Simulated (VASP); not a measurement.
Wanted: the native input for a VASP 6.6.1 run.

| Item | Value |
| --- | --- |
| Task | single point |
| Functional | PBE |
| Potentials or basis | VASP PAW PBE potentials, release 64 (Mg, O) |
| Cutoff | 600 eV |
| k mesh | 9 × 9 × 9 |
| Occupations | gaussian, width 0.05 eV |
| Spin | no spin polarisation |
| Dipole correction | no |
| Further INCAR settings | ALGO = Normal; EDIFF = 1e-06; NBANDS = 11 |

The structure of MgO lies in POSCAR:

```
MgO
1.0
    0.0000000000      2.1080000000      2.1080000000
    2.1080000000      0.0000000000      2.1080000000
    2.1080000000      2.1080000000      0.0000000000
Mg O
1 1
Direct
    0.0000000000      0.0000000000      0.0000000000
    0.5000000000      0.5000000000      0.5000000000
```

The input as run:

INCAR

```
SYSTEM = MgO
ALGO = Normal ; EDIFF = 1E-6
ENCUT = 600 ; GGA = PE
GGA_COMPAT = .FALSE. ; ISIF = 2
ISMEAR = 0 ; LASPH = .TRUE.
LCHARG = .TRUE. ; LELF = .TRUE.
LREAL = .FALSE. ; LVHAR = .TRUE.
LWAVE = .FALSE. ; NBANDS = 11
NELM = 120 ; PREC = Accurate
SIGMA = 0.05
```

KPOINTS

```
k-points
0
G
  9 9 9
  0 0 0
```

Potentials or basis: VASP PAW PBE potentials, release 64 (Mg, O).

Launch:

```bash
$ cat potpaw_PBE.64/Mg/POTCAR potpaw_PBE.64/O/POTCAR > POTCAR
$ mpirun -np 1 vasp_std > vasp.out
```

Results of the run:

The pressure is 3.2 GPa. The band gap on the k mesh is 4.70 eV, direct.

Wall time 8.7 s on 1 thread of Intel(R) Xeon(R) Platinum 8488C (Sapphire Rapids), on a shared host, peak memory 0.14 GiB.
